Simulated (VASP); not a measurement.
# Pd (Fm-3m) in VASP: further runs

Runs on Pd. Level: LDA. Tasks: single point, relaxation of cell and atoms.

Program: VASP 6.6.1. These are calculated values, not measurements. Logs are shortened: lines on timing, memory, paths and dates and some standing lists are left out, and cuts for length are marked.

### Step 1. The cell of the first run

It takes space group Fm-3m (No. 225, cubic). The conventional cell has a = 3.837 Å, b = 3.837 Å, c = 3.837 Å, α = 90.00°, β = 90.00°, γ = 90.00°. Within 3.6 Å of Pd (site symmetry m-3m) lie 12 Pd at 2.71 Å.

### Step 2. Single point, LDA

Contents of INCAR:

```
SYSTEM = Pd
ALGO     = Normal         ! electronic algorithm
EDIFF    = 1E-6           ! SCF threshold, eV
ENCUT    = 500            ! plane-wave cutoff, eV
GGA      = CA             ! functional
GGA_COMPAT= .False.      
ISIF     = 2              ! what is computed and relaxed
ISMEAR   = 0              ! smearing method
LASPH    = .True.         ! aspherical terms in the spheres
LCHARG   = .True.         ! write CHGCAR
LELF     = .True.         ! ELF
LREAL    = .False.        ! projectors in reciprocal space
LVHAR    = .True.       
LWAVE    = .False.        ! write WAVECAR
NBANDS   = 11             ! bands
NELM     = 120            ! most SCF steps
PREC     = Accurate       ! precision mode
SIGMA    = 0.1            ! smearing width, eV
```

Contents of KPOINTS:

```
k-points
0
Gamma
  12 12 12
  0 0 0
```

Contents of POSCAR:

```
Pd
1.0
    0.0000000000      1.9187282840      1.9187282840
    1.9187282840      0.0000000000      1.9187282840
    1.9187282840      1.9187282840      0.0000000000
Pd
1
Direct
    0.0000000000      0.0000000000      0.0000000000
```

Potentials or basis: VASP PAW LDA potentials, release 64 (Pd).

Command:

```
> cat potpaw_LDA.64/Pd/POTCAR > POTCAR
> mpirun -np 1 vasp_std > vasp.out
```

OUTCAR:

```text
SYSTEM = Pd
   EDIFF = 1E-6
   ENCUT = 500
   GGA = CA
   ISIF = 2
   ISMEAR = 0
   LASPH = .True.
   LREAL = .False.
   NELM = 120
   PREC = Accurate

 ion  position               nearest neighbor table
   1  0.000  0.000  0.000-

  LATTYP: Found a face centered cubic cell.
 ALAT       =     3.8374565680

  Lattice vectors:

 A1 = (   0.0000000000,   1.9187282840,   1.9187282840)
 A2 = (   1.9187282840,   0.0000000000,   1.9187282840)
 A3 = (   1.9187282840,   1.9187282840,   0.0000000000)

Analysis of symmetry for initial positions (statically):
=====================================================================
 Subroutine PRICEL returns:
 Original cell was already a primitive cell.

 Routine SETGRP: Setting up the symmetry group for a
 face centered cubic supercell.

 Subroutine GETGRP returns: Found 48 space group operations
 (whereof 48 operations were pure point group operations)
 out of a pool of 48 trial point group operations.

The static configuration has the point symmetry O_h .

Analysis of symmetry for dynamics (positions and initial velocities):
=====================================================================
 Subroutine PRICEL returns:
 Original cell was already a primitive cell.

 Routine SETGRP: Setting up the symmetry group for a
 face centered cubic supercell.

 Subroutine GETGRP returns: Found 48 space group operations
 (whereof 48 operations were pure point group operations)
 out of a pool of 48 trial point group operations.

The dynamic configuration has the point symmetry O_h .

 Subroutine INISYM returns: Found 48 space group operations
 (whereof 48 operations are pure point group operations),
 and found     1 'primitive' translations

----------------------------------------------------------------------------------------

                                     Primitive cell

  volume of cell :      14.1277

  direct lattice vectors                    reciprocal lattice vectors
     0.000000000  1.918728284  1.918728284    -0.260589269  0.260589269  0.260589269
     1.918728284  0.000000000  1.918728284     0.260589269 -0.260589269  0.260589269
     1.918728284  1.918728284  0.000000000     0.260589269  0.260589269 -0.260589269

  length of vectors
     2.713491562  2.713491562  2.713491562     0.451353853  0.451353853  0.451353853

  position of ions in fractional coordinates (direct lattice)
     0.000000000  0.000000000  0.000000000

  ion indices of the primitive-cell ions
   primitive index   ion index
                 1           1

----------------------------------------------------------------------------------------

 KPOINTS: k-points

Automatic generation of k-mesh.
 Grid dimensions read from file:
 generate k-points for:   12   12   12

 Generating k-lattice:

  Cartesian coordinates                     Fractional coordinates (reciprocal lattice)
    -0.021715772  0.021715772  0.021715772     0.083333333  0.000000000  0.000000000
     0.021715772 -0.021715772  0.021715772     0.000000000  0.083333333  0.000000000
     0.021715772  0.021715772 -0.021715772     0.000000000  0.000000000  0.083333333

  Length of vectors
     0.037612821  0.037612821  0.037612821

  Shift w.r.t. Gamma in fractional coordinates (k-lattice)
     0.000000000  0.000000000  0.000000000

 Subroutine IBZKPT returns following result:
 ===========================================

 Found     72 irreducible k-points:

 Following reciprocal coordinates:
            Coordinates               Weight
  0.000000  0.000000  0.000000      1.000000
  0.083333  0.000000  0.000000      8.000000
  0.166667  0.000000  0.000000      8.000000
  0.250000  0.000000  0.000000      8.000000
  0.333333  0.000000  0.000000      8.000000
  0.416667  0.000000  0.000000      8.000000
[... 16 lines left out ...]
  0.500000  0.166667  0.000000     24.000000
 -0.416667  0.166667  0.000000     24.000000
 [... further k-points ...]
   k-points           NKPTS =     72   k-points in BZ     NKDIM =     72   number of bands    NBANDS=     11
   number of dos      NEDOS =    301   number of ions     NIONS =      1
   total plane-waves  NPLWV =   8000
   dimension x,y,z NGX =    20 NGY =   20 NGZ =   20
   dimension x,y,z NGXF=    40 NGYF=   40 NGZF=   40
   ions per type =               1
   NGX,Y,Z   is equivalent  to a cutoff of  12.25, 12.25, 12.25 a.u.
   NGXF,Y,Z  is equivalent  to a cutoff of  24.51, 24.51, 24.51 a.u.
 SYSTEM =  Pd
   PREC   = accura    normal or accurate (medium, high low for compatibility)
   ISTART =      0    job   : 0-new  1-cont  2-samecut
   ICHARG =      2    charge: 1-file 2-atom 10-const
   ISPIN  =      1    spin polarized calculation?
   LNONCOLLINEAR =      F non collinear calculations
   LSORBIT =      F    spin-orbit coupling
   LASPH  =      T    aspherical Exc in radial PAW
   ENCUT  =  500.0 eV  36.75 Ry    6.06 a.u.   4.95  4.95  4.95*2*pi/ulx,y,z
   NELM   =    120;   NELMIN=  2; NELMDL= -5     # of ELM steps
   EDIFF  = 0.1E-05   stopping-criterion for ELM
   LREAL  =      F    real-space projection
   EDIFFG = 0.1E-04   stopping-criterion for IOM
   NSW    =      0    number of steps for IOM
   IBRION =     -1    ionic relax: 0-MD 1-quasi-New 2-CG
   NFREE  =      0    steps in history (QN), initial steepest desc. (CG)
   ISIF   =      2    stress and relaxation
   ISYM   =      2    0-nonsym 1-usesym 2-fastsym
   POTIM  = 0.5000    time-step for ionic-motion
   TEBEG  =    0.0;   TEEND  =   0.0 temperature during run
   PSTRESS=    0.0 pullay stress
   NELECT =      10.0000    total number of electrons
   NUPDOWN=      -1.0000    fix difference up-down
   EMIN   =  10.00;   EMAX   =-10.00  energy-range for DOS
   EFERMI =   0.00;   METHOD = LEGACY
   ISMEAR =     0;   SIGMA  =   0.10  broadening in eV -4-tet -1-fermi 0-gaus
   EFERMI_NEDOS =   21; number of points for ismear=-14 and -15
   IALGO  =     38    algorithm
   IMIX   =      4    mixing-type and parameters
     AMIX     =   0.40;   BMIX     =  1.00
     AMIX_MAG =   1.60;   BMIX_MAG =  1.00
  volume/ion in A,a.u.               =      14.13        95.34
  Fermi-wavevector in a.u.,A,eV,Ry     =   1.458987  2.757085 28.961938  2.128642
  Thomas-Fermi vector in A             =   2.575607
   LORBIT       =      0    0 simple, 1 ext, 2 COOP (PROOUT), +10 PAW based schemes
   GGA     = CA    functional components
   LHFCALC =     F    Hartree Fock is set to
   AEXX    =    0.0000 exact exchange contribution
   IVDW    =     0    specifies the selected vdW correction
   LEPSILON=     F    determine dielectric tensor
   LRPA    =     F    only Hartree local field effects (RPA)
 non-spin polarized calculation
 Gauss-broadening in eV      SIGMA  =   0.10
  energy-cutoff  :      500.00
  volume of cell :       14.13
 maximum number of plane-waves:       368
   NGX =  9   NGY =  9   NGZ =  9

 number of electron      10.0000005 magnetization

 Free energy of the ion-electron system (eV)
  ---------------------------------------------------
  ext. energy  EPLUGINS =         0.00000000
  ---------------------------------------------------
  free energy    TOTEN  =        -6.50623405 eV

  energy without entropy =       -6.49406130  energy(sigma->0) =       -6.50014768

 E-fermi :  10.3136     XC(G=0): -13.7845

 val. band max:       10.3133768302   @ k =   0.4167   0.3333   0.0000
 cond. band min:      10.3159776475   @ k =   0.4167   0.2500   0.0000
 fundamental gap:      0.0026008173
 Fermi energy:        10.3136254702

 k-point     1 :       0.0000    0.0000    0.0000
  band No.  band energies     occupation
      1       2.7723      2.00000
      2       7.2594      2.00000
      3       7.2594      2.00000
      4       7.2594      2.00000
      5       9.0258      2.00000
      6       9.0258      2.00000
      7      27.4876      0.00000
      8      32.4585      0.00000
      9      32.4585      0.00000
     10      32.4585      0.00000
     11      35.9185      0.00000

 k-point     2 :       0.0833    0.0000    0.0000
  band No.  band energies     occupation
      1       3.0325      2.00000
      2       7.1658      2.00000
      3       7.3507      2.00000
      4       7.3507      2.00000
      5       8.9825      2.00000
      6       8.9825      2.00000
      7      27.7794      0.00000
      8      30.9877      0.00000
      9      32.7796      0.00000
     10      32.7796      0.00000
     11      35.9468      0.00000

 k-point     3 :       0.1667    0.0000    0.0000
  band No.  band energies     occupation
      1       3.7334      2.00000
      2       7.0038      2.00000
      3       7.5365      2.00000
      4       7.5365      2.00000
      5       8.9508      2.00000
      6       8.9508      2.00000
      7      27.8377      0.00000
      8      28.8915      0.00000
      9      33.6309      0.00000
     10      33.6309      0.00000
     11      35.9729      0.00000

 k-point     4 :       0.2500    0.0000    0.0000
  band No.  band energies     occupation
      1       4.5036      2.00000
      2       7.2189      2.00000
      3       7.5790      2.00000
      4       7.5790      2.00000
      5       9.1774      2.00000
      6       9.1774      2.00000
      7      25.1740      0.00000
      8      28.6543      0.00000
      9      34.4452      0.00000
     10      34.4452      0.00000
     11      35.9312      0.00000
[... 239 lines left out ...]
 k-point    22 :       0.4167    0.1667    0.0000
  band No.  band energies     occupation
      1       5.2698      2.00000
      2       6.8086      2.00000
      3       7.4411      2.00000
      4       8.0268      2.00000
      5      10.2734      1.43092
      6      11.5300      0.00000
      7      21.4216      0.00000
      8      27.8057      0.00000
      9      29.2385      0.00000
     10      31.0564      0.00000
     11      35.9647      0.00000

 k-point    23 :       0.5000    0.1667    0.0000
  band No.  band energies     occupation
      1       5.2282      2.00000
      2       6.7459      2.00000
      3       7.8704      2.00000
      4       8.0082      2.00000
      5      10.3665      0.45440
      6      13.4477      0.00000
      7      18.6805      0.00000
      8      26.9700      0.00000
      9      29.4871      0.00000
     10      29.9947      0.00000
     11      35.9671      0.00000

 k-point    24 :      -0.4167    0.1667    0.0000
  band No.  band energies     occupation
      1       5.2838      2.00000
      2       6.7529      2.00000
      3       7.7964      2.00000
      4       8.2278      2.00000
      5      10.0698      1.99944
      6      14.0120      0.00000
      7      18.1848      0.00000
      8      26.4294      0.00000
      9      29.4091      0.00000
     10      30.5753      0.00000
     11      35.9634      0.00000

 [... further k-points ...]

------------------------ aborting loop because EDIFF is reached ----------------------------------------

  FORCE on cell =-STRESS in cart. coord.  units (eV):
  Direction    XX          YY          ZZ          XY          YZ          ZX
  --------------------------------------------------------------------------------------
  -------------------------------------------------------------------------------------
  Total        0.0281299      0.0281299      0.0281299     -0.0000000      0.0000000      0.0000000
  in kB        3.1901282      3.1901282      3.1901282     -0.0000000      0.0000000      0.0000000
  external PRESSURE =       3.1901282 kB  Pullay stress =       0.0000000 kB

 VOLUME and BASIS-vectors are now :
 -----------------------------------------------------------------------------
  energy-cutoff  :      500.00
  volume of cell :       14.13
      direct lattice vectors                 reciprocal lattice vectors
     0.000000000  1.918728284  1.918728284    -0.260589269  0.260589269  0.260589269
     1.918728284  0.000000000  1.918728284     0.260589269 -0.260589269  0.260589269
     1.918728284  1.918728284  0.000000000     0.260589269  0.260589269 -0.260589269

 POSITION                                       TOTAL-FORCE (eV/Angst)
 -----------------------------------------------------------------------------------
      0.00000      0.00000      0.00000        -0.000000      0.000000     -0.000000
 -----------------------------------------------------------------------------------
    total drift:                                0.000000      0.000000      0.000000

  FREE ENERGIE OF THE ION-ELECTRON SYSTEM (eV)
  ---------------------------------------------------
  free  energy   TOTEN  =        -6.5062340537 eV

  energy  without entropy=       -6.4940612978  energy(sigma->0) =       -6.50014768
```

Wall time 6.9 s (1 thread of Intel Xeon 6975P-C, shared host); peak memory 0.12 GiB.

Results:

```yaml
Free_energy: -6.5062 eV
Pressure: 0.3 GPa
Band_gap_on_the_k_mesh: zero (band 5 reaches 10.66 eV, above the bottom of band 6 at 8.95 eV)
```

### Step 3. Relaxation of cell and atoms, LDA

This run uses another cell than the first one, of 14.83 Å³/atom, 1.050 times its volume.

Contents of INCAR:

```
SYSTEM = Pd
PREC = Accurate
ENCUT = 500
EDIFF = 1E-7
ISMEAR = 0
SIGMA = 0.1
LREAL = .False.
LASPH = .True.
NELM = 120
ALGO = Normal
ISIF = 3
LWAVE = .False.
LCHARG = .False.
GGA = CA
IBRION = 2
NSW = 80
EDIFFG = -0.003
GGA_COMPAT = .False.
NELMIN = 4
```

Contents of KPOINTS:

```
regular mesh
0
Gamma
  12 12 12
  0 0 0
```

Contents of POSCAR:

```
Pd
1.0
    0.0000000000      1.9500000000      1.9500000000
    1.9500000000      0.0000000000      1.9500000000
    1.9500000000      1.9500000000      0.0000000000
Pd
1
Direct
    0.0000000000      0.0000000000      0.0000000000
```

Potentials or basis: VASP PAW LDA potentials, release 64 (Pd).

Command:

```
> cat potpaw_LDA.64/Pd/POTCAR > POTCAR
> mpirun -np 1 vasp_std > vasp.out
```

It took 23 s on 1 thread of Intel Xeon 6975P-C, shared host; peak memory 0.13 GiB.

It converged, with:

| Property | Result |
| --- | --- |
| Free energy | -6.5065 eV |
| Relaxed volume | 14.14 Å³/atom |
| Relaxed cell | a = 2.715 Å, b = 2.715 Å, c = 2.715 Å, α = 60.00°, β = 60.00°, γ = 60.00° |
| Space group after relaxing (to 0.05 Å) | Fm-3m (No. 225) |
| Energy gained by relaxing | 21.2 meV/atom |
| Ionic steps | 7 |
| Pressure after relaxing | 0.0 GPa |
| Band gap on the k mesh | zero (band 5 reaches 10.63 eV, above the bottom of band 6 at 8.93 eV) |

Step by step:
| step | energy change (eV) | largest force (eV/Å) | pressure (GPa) | volume (Å³) |
| --- | --- | --- | --- | --- |
| 1 | 0.0000 | 0.0000 | -9.39 | 14.83 |
| 2 | 0.0515 | 0.0000 | 23.01 | 13.04 |
| 3 | -0.0212 | 0.0000 | -0.26 | 14.16 |
| 4 | -0.0212 | 0.0000 | -0.05 | 14.15 |
| 5 | -0.0212 | 0.0000 | 0.17 | 14.13 |
| 6 | -0.0212 | 0.0000 | -0.24 | 14.16 |
| 7 | -0.0212 | 0.0000 | 0.00 | 14.14 |

Final structure:
```yaml
crystal:
  lattice:
    - [0.00000, 1.91949, 1.91949]
    - [1.91949, 0.00000, 1.91949]
    - [1.91949, 1.91949, 0.00000]
  atoms:
    - { symbol: Pd, position: [0.00000, 0.00000, 0.00000] }
```

Levels at points of the mesh, in eV from the Fermi level:
```csv
k point,band 3,band 4,band 5,band 6,band 7,band 8
"(0.00, 0.00, 0.00)",-3.05,-3.05,-1.29,-1.29,17.17,22.14
"(0.50, 0.00, 0.00)",-3.09,0.01,0.01,0.89,7.62,16.56
"(0.50, 0.50, 0.00)",-0.01,0.34,0.34,3.28,11.19,13.33
```
